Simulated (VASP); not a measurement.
# GaN (P6_3mc) in VASP: further runs

The runs below take GaN through single point, relaxation of shape and atoms at fixed volume, with r2SCAN.

Program: VASP 6.6.1. These are calculated values, not measurements. Logs are shortened: lines on timing, memory, paths and dates and some standing lists are left out, and cuts for length are marked.

**1. The cell of the first run**

Symmetry: P6_3mc, No. 186, hexagonal system. The conventional cell has a = 3.177 Å, b = 3.177 Å, c = 5.175 Å, α = 90.00°, β = 90.00°, γ = 120.00°. Ga (site symmetry 3m) has 4 N at 1.94 to 1.95 Å within 2.6 Å. N (site symmetry 3m) has 4 Ga at 1.94 to 1.95 Å within 2.6 Å.

**2. Single point, r2SCAN**

File POSCAR:

```
GaN
1.0
    3.1771651428      0.0000000001      0.0000000000
   -1.5885825715      2.7515057256      0.0000000000
    0.0000000000      0.0000000000      5.1752186774
Ga N
2 2
Direct
    0.3333333333      0.6666666667     -0.0008277438
    0.6666666667      0.3333333333      0.4991722562
    0.3333333333      0.6666666667      0.3758277438
    0.6666666667      0.3333333333      0.8758277438
```

File INCAR.step1:

```
PREC = Accurate
ENCUT = 910
ISMEAR = 0
SIGMA = 0.05
LREAL = False
LASPH = True
NELM = 120
NBANDS = 26
GGA = PE
ALGO = Normal
EDIFF = 1E-5
LWAVE = True
LCHARG = False
GGA_COMPAT = False
```

File INCAR.step2:

```
PREC = Accurate
ENCUT = 910
EDIFF = 1E-6
ISMEAR = 0
SIGMA = 0.05
LREAL = False
LASPH = True
NELM = 120
ALGO = Normal
ISIF = 2
LWAVE = False
LCHARG = False
METAGGA = R2SCAN
LMIXTAU = True
NBANDS = 26
ISTART = 1
GGA_COMPAT = False
```

File KPOINTS:

```
regular mesh
0
Gamma
  8 8 6
```

Potentials or basis: VASP PAW PBE potentials, release 64 (Ga_d, N_h).

Started as:

```sh
$ cat potpaw_PBE.64/Ga_d/POTCAR potpaw_PBE.64/N_h/POTCAR > POTCAR
$ cp INCAR.step1 INCAR
$ mpirun -np 1 vasp_std > vasp.out
$ cp INCAR.step2 INCAR
$ mpirun -np 1 vasp_std > vasp.out
```

OUTCAR:

```text
PREC = Accurate
   ENCUT = 910
   EDIFF = 1E-6
   ISMEAR = 0
   LREAL = False
   LASPH = True
   NELM = 120
   ISIF = 2
   METAGGA = R2SCAN
   ISTART = 1

 ion  position               nearest neighbor table
   1  0.333  0.667  0.999-   4 1.94   4 1.94   4 1.94   3 1.95
   2  0.667  0.333  0.499-   3 1.94   3 1.94   3 1.94   4 1.95
   3  0.333  0.667  0.376-   2 1.94   2 1.94   2 1.94   1 1.95
   4  0.667  0.333  0.876-   1 1.94   1 1.94   1 1.94   2 1.95

  LATTYP: Found a hexagonal cell.
 ALAT       =     3.1771651428
 C/A-ratio  =     1.6288793452

  Lattice vectors:

 A1 = (   3.1771651428,   0.0000000001,   0.0000000000)
 A2 = (  -1.5885825715,   2.7515057256,   0.0000000000)
 A3 = (   0.0000000000,   0.0000000000,   5.1752186774)

Analysis of symmetry for initial positions (statically):
=====================================================================
 Subroutine PRICEL returns:
 Original cell was already a primitive cell.

 Routine SETGRP: Setting up the symmetry group for a
 hexagonal supercell.

 Subroutine GETGRP returns: Found 12 space group operations
 (whereof  6 operations were pure point group operations)
 out of a pool of 24 trial point group operations.

The static configuration has the point symmetry C_3v.
 The point group associated with its full space group is C_6v.

Analysis of symmetry for dynamics (positions and initial velocities):
=====================================================================
 Subroutine PRICEL returns:
 Original cell was already a primitive cell.

 Routine SETGRP: Setting up the symmetry group for a
 hexagonal supercell.

 Subroutine GETGRP returns: Found 12 space group operations
 (whereof  6 operations were pure point group operations)
 out of a pool of 24 trial point group operations.

The dynamic configuration has the point symmetry C_3v.
 The point group associated with its full space group is C_6v.

 Subroutine INISYM returns: Found 12 space group operations
 (whereof  6 operations are pure point group operations),
 and found     1 'primitive' translations

----------------------------------------------------------------------------------------

                                     Primitive cell

  volume of cell :      45.2417

  direct lattice vectors                    reciprocal lattice vectors
     3.177165143  0.000000000  0.000000000     0.314745994  0.181718684  0.000000000
    -1.588582571  2.751505726  0.000000000    -0.000000000  0.363437368  0.000000000
     0.000000000  0.000000000  5.175218677     0.000000000  0.000000000  0.193228550

  length of vectors
     3.177165143  3.177165143  5.175218677     0.363437368  0.363437368  0.193228550

  position of ions in fractional coordinates (direct lattice)
     0.333333333  0.666666667  0.999172256
     0.666666667  0.333333333  0.499172256
     0.333333333  0.666666667  0.375827744
     0.666666667  0.333333333  0.875827744

  ion indices of the primitive-cell ions
   primitive index   ion index
                 1           1
                 2           2
                 3           3
                 4           4

----------------------------------------------------------------------------------------

 KPOINTS: regular mesh

Automatic generation of k-mesh.
 Grid dimensions read from file:
 generate k-points for:    8    8    6

 Generating k-lattice:

  Cartesian coordinates                     Fractional coordinates (reciprocal lattice)
     0.039343249  0.022714836  0.000000000     0.125000000  0.000000000  0.000000000
    -0.000000000  0.045429671  0.000000000     0.000000000  0.125000000  0.000000000
     0.000000000  0.000000000  0.032204758     0.000000000  0.000000000  0.166666667

  Length of vectors
     0.045429671  0.045429671  0.032204758

  Shift w.r.t. Gamma in fractional coordinates (k-lattice)
     0.000000000  0.000000000  0.000000000

 Subroutine IBZKPT returns following result:
 ===========================================

 Found     40 irreducible k-points:

 Following reciprocal coordinates:
            Coordinates               Weight
  0.000000  0.000000  0.000000      1.000000
  0.125000  0.000000  0.000000      6.000000
  0.250000  0.000000  0.000000      6.000000
  0.375000  0.000000  0.000000      6.000000
  0.500000  0.000000  0.000000      3.000000
  0.125000  0.125000  0.000000      6.000000
[... 16 lines left out ...]
  0.250000  0.000000  0.333333     12.000000
  0.375000  0.000000  0.333333     12.000000
 [... further k-points ...]
   k-points           NKPTS =     40   k-points in BZ     NKDIM =     40   number of bands    NBANDS=     26
   number of dos      NEDOS =    301   number of ions     NIONS =      4
   total plane-waves  NPLWV =  55296
   dimension x,y,z NGX =    32 NGY =   32 NGZ =   54
   dimension x,y,z NGXF=    64 NGYF=   64 NGZF=  108
   ions per type =               2   2
   NGX,Y,Z   is equivalent  to a cutoff of  16.74, 16.74, 17.35 a.u.
   NGXF,Y,Z  is equivalent  to a cutoff of  33.49, 33.49, 34.69 a.u.
 SYSTEM =  unknown system
   PREC   = accura    normal or accurate (medium, high low for compatibility)
   ISTART =      1    job   : 0-new  1-cont  2-samecut
   ICHARG =      0    charge: 1-file 2-atom 10-const
   ISPIN  =      1    spin polarized calculation?
   LNONCOLLINEAR =      F non collinear calculations
   LSORBIT =      F    spin-orbit coupling
   LASPH  =      T    aspherical Exc in radial PAW
   ENCUT  =  910.0 eV  66.88 Ry    8.18 a.u.   7.81  7.81 12.73*2*pi/ulx,y,z
   NELM   =    120;   NELMIN=  2; NELMDL=  0     # of ELM steps
   EDIFF  = 0.1E-05   stopping-criterion for ELM
   LREAL  =      F    real-space projection
   EDIFFG = 0.1E-04   stopping-criterion for IOM
   NSW    =      0    number of steps for IOM
   IBRION =     -1    ionic relax: 0-MD 1-quasi-New 2-CG
   NFREE  =      0    steps in history (QN), initial steepest desc. (CG)
   ISIF   =      2    stress and relaxation
   ISYM   =      2    0-nonsym 1-usesym 2-fastsym
   POTIM  = 0.5000    time-step for ionic-motion
   TEBEG  =    0.0;   TEEND  =   0.0 temperature during run
   PSTRESS=    0.0 pullay stress
   NELECT =      36.0000    total number of electrons
   NUPDOWN=      -1.0000    fix difference up-down
   EMIN   =  10.00;   EMAX   =-10.00  energy-range for DOS
   EFERMI =   0.00;   METHOD = LEGACY
   ISMEAR =     0;   SIGMA  =   0.05  broadening in eV -4-tet -1-fermi 0-gaus
   EFERMI_NEDOS =   21; number of points for ismear=-14 and -15
   IALGO  =     38    algorithm
   IMIX   =      4    mixing-type and parameters
     AMIX     =   0.40;   BMIX     =  1.00
     AMIX_MAG =   1.60;   BMIX_MAG =  1.00
  volume/ion in A,a.u.               =      11.31        76.33
  Fermi-wavevector in a.u.,A,eV,Ry     =   1.517036  2.866783 31.312444  2.301400
  Thomas-Fermi vector in A             =   2.626346
   LORBIT       =      0    0 simple, 1 ext, 2 COOP (PROOUT), +10 PAW based schemes
   METAGGA = R2SCAN    functional components
   LHFCALC =     F    Hartree Fock is set to
   AEXX    =    0.0000 exact exchange contribution
   IVDW    =     0    specifies the selected vdW correction
   LEPSILON=     F    determine dielectric tensor
   LRPA    =     F    only Hartree local field effects (RPA)
 non-spin polarized calculation
 Gauss-broadening in eV      SIGMA  =   0.05
  energy-cutoff  :      910.00
  volume of cell :       45.24
 maximum number of plane-waves:      2852
 NGX is ok and might be reduce to    32
   NGX = 15   NGY = 15   NGZ = 25

 number of electron      35.9999999 magnetization

 Free energy of the ion-electron system (eV)
  ---------------------------------------------------
  ext. energy  EPLUGINS =         0.00000000
  ---------------------------------------------------
  free energy    TOTEN  =       -43.81674740 eV

  energy without entropy =      -43.81674740  energy(sigma->0) =      -43.81674740

 E-fermi :   5.7161     XC(G=0): -12.6880

 val. band max:        5.4605074529   @ k =   0.0000   0.0000   0.0000
 cond. band min:       7.8374177724   @ k =   0.0000   0.0000   0.0000
 fundamental gap:      2.3769103195
 Fermi energy:         5.7161020132

 k-point     1 :       0.0000    0.0000    0.0000
  band No.  band energies     occupation
      1     -11.4024      2.00000
      2     -10.3795      2.00000
      3      -8.3737      2.00000
      4      -8.3574      2.00000
      5      -8.3574      2.00000
      6      -8.2877      2.00000
[... 18 lines left out ...]
     25      17.9927      0.00000
     26      17.9927      0.00000

 k-point     2 :       0.1250    0.0000    0.0000
  band No.  band energies     occupation
      1     -11.2488      2.00000
      2     -10.3352      2.00000
      3      -8.3560      2.00000
      4      -8.3345      2.00000
      5      -8.3072      2.00000
      6      -8.2664      2.00000
[... 18 lines left out ...]
     25      17.5372      0.00000
     26      18.3374      0.00000

 k-point     3 :       0.2500    0.0000    0.0000
  band No.  band energies     occupation
      1     -10.8773      2.00000
      2     -10.2464      2.00000
      3      -8.3133      2.00000
      4      -8.2923      2.00000
      5      -8.2192      2.00000
      6      -8.1793      2.00000
[... 18 lines left out ...]
     25      17.6803      0.00000
     26      19.0837      0.00000

 k-point     4 :       0.3750    0.0000    0.0000
  band No.  band energies     occupation
      1     -10.5272      2.00000
      2     -10.1864      2.00000
      3      -8.2944      2.00000
      4      -8.2728      2.00000
      5      -8.1711      2.00000
      6      -8.1084      2.00000
[... 18 lines left out ...]
     25      18.1862      0.00000
     26      19.6359      0.00000

 k-point     5 :       0.5000    0.0000    0.0000
  band No.  band energies     occupation
      1     -10.3946      2.00000
      2     -10.1728      2.00000
      3      -8.2955      2.00000
      4      -8.2706      2.00000
      5      -8.1586      2.00000
      6      -8.1107      2.00000
[... 18 lines left out ...]
     25      18.7428      0.00000
     26      19.7496      0.00000

 k-point     6 :       0.1250    0.1250    0.0000
  band No.  band energies     occupation
      1     -10.9854      2.00000
      2     -10.2697      2.00000
      3      -8.3175      2.00000
      4      -8.3082      2.00000
      5      -8.2350      2.00000
      6      -8.2290      2.00000
[... 427 lines left out ...]
 k-point    21 :       0.0000    0.0000    0.3333
  band No.  band energies     occupation
      1     -11.0982      2.00000
      2     -10.5668      2.00000
      3      -8.3472      2.00000
      4      -8.3472      2.00000
      5      -8.3122      2.00000
      6      -8.3122      2.00000
[... 18 lines left out ...]
     25      17.1419      0.00000
     26      17.1419      0.00000

 k-point    22 :       0.1250    0.0000    0.3333
  band No.  band energies     occupation
      1     -10.9671      2.00000
      2     -10.4941      2.00000
      3      -8.3322      2.00000
      4      -8.3210      2.00000
      5      -8.2949      2.00000
      6      -8.2816      2.00000
[... 18 lines left out ...]
     25      16.9903      0.00000
     26      17.5505      0.00000

 k-point    23 :       0.2500    0.0000    0.3333
  band No.  band energies     occupation
      1     -10.6634      2.00000
      2     -10.3414      2.00000
      3      -8.3032      2.00000
      4      -8.2658      2.00000
      5      -8.2552      2.00000
      6      -8.2090      2.00000
[... 18 lines left out ...]
     25      17.3964      0.00000
     26      18.4452      0.00000

 k-point    24 :       0.3750    0.0000    0.3333
  band No.  band energies     occupation
      1     -10.3969      2.00000
      2     -10.2255      2.00000
      3      -8.3019      2.00000
      4      -8.2389      2.00000
      5      -8.2285      2.00000
      6      -8.1434      2.00000
[... 18 lines left out ...]
     25      17.5832      0.00000
     26      19.2617      0.00000

 [... further k-points ...]

------------------------ aborting loop because EDIFF is reached ----------------------------------------

  FORCE on cell =-STRESS in cart. coord.  units (eV):
  Direction    XX          YY          ZZ          XY          YZ          ZX
  --------------------------------------------------------------------------------------
  -------------------------------------------------------------------------------------
  Total        0.5925115      0.5925115      0.5570803     -0.0000000     -0.0000000      0.0000000
  in kB       20.9830426     20.9830426     19.7282900     -0.0000000     -0.0000000      0.0000000
  external PRESSURE =      20.5647918 kB  Pullay stress =       0.0000000 kB

 VOLUME and BASIS-vectors are now :
 -----------------------------------------------------------------------------
  energy-cutoff  :      910.00
  volume of cell :       45.24
      direct lattice vectors                 reciprocal lattice vectors
     3.177165143  0.000000000  0.000000000     0.314745994  0.181718684  0.000000000
    -1.588582571  2.751505726  0.000000000    -0.000000000  0.363437368  0.000000000
     0.000000000  0.000000000  5.175218677     0.000000000  0.000000000  0.193228550

 POSITION                                       TOTAL-FORCE (eV/Angst)
 -----------------------------------------------------------------------------------
     -0.00000      1.83434      5.17093        -0.000000      0.000000     -0.003972
      1.58858      0.91717      2.58333         0.000000     -0.000000     -0.003972
     -0.00000      1.83434      1.94499        -0.000000      0.000000      0.003972
      1.58858      0.91717      4.53260        -0.000000     -0.000000      0.003972
 -----------------------------------------------------------------------------------
    total drift:                               -0.000000      0.000000      0.000587

  FREE ENERGIE OF THE ION-ELECTRON SYSTEM (eV)
  ---------------------------------------------------
  free  energy   TOTEN  =       -43.8167473999 eV

  energy  without entropy=      -43.8167473999  energy(sigma->0) =      -43.81674740
```

Wall time 14 min (1 thread of AMD EPYC, shared host); peak memory 0.26 GiB.

What came out:

| Item | Value |
| --- | --- |
| Free energy | -43.8167 eV |
| Pressure | 2.1 GPa |
| Largest force | 0.004 eV/Å |
| Band gap on the k mesh | 2.38 eV |

Forces in eV/Å, atoms in the order of the input:
```
Ga   0.000  0.000 -0.004
Ga   0.000  0.000 -0.004
N    0.000  0.000  0.004
N    0.000  0.000  0.004
```

Levels at points of the mesh, in eV from the valence-band top:
| k point | band 16 | band 17 | band 18 | band 19 | band 20 | band 21 |
| --- | --- | --- | --- | --- | --- | --- |
| (0.00, 0.00, 0.00) | -0.04 | 0.00 | 0.00 | 2.38 | 4.85 | 9.99 |
| (0.50, 0.00, 0.00) | -2.85 | -2.26 | -1.04 | 5.60 | 6.15 | 6.56 |
| (0.00, 0.00, 0.50) | -0.55 | -0.55 | -0.55 | 4.80 | 4.80 | 9.21 |
| (0.50, 0.00, 0.50) | -2.02 | -1.97 | -1.97 | 4.91 | 4.91 | 8.45 |

Caveat: the cutoff is under 1.25 times the usual one of these potentials, so pressure, stress and relaxed cells hold a basis-set (Pulay) error; the PAW data sets were made with another functional, which shifts forces and pressure a little. r2SCAN opens gaps a little over a GGA but as a rule still falls short of measured ones.

(Part 1 of 2 ends here.)
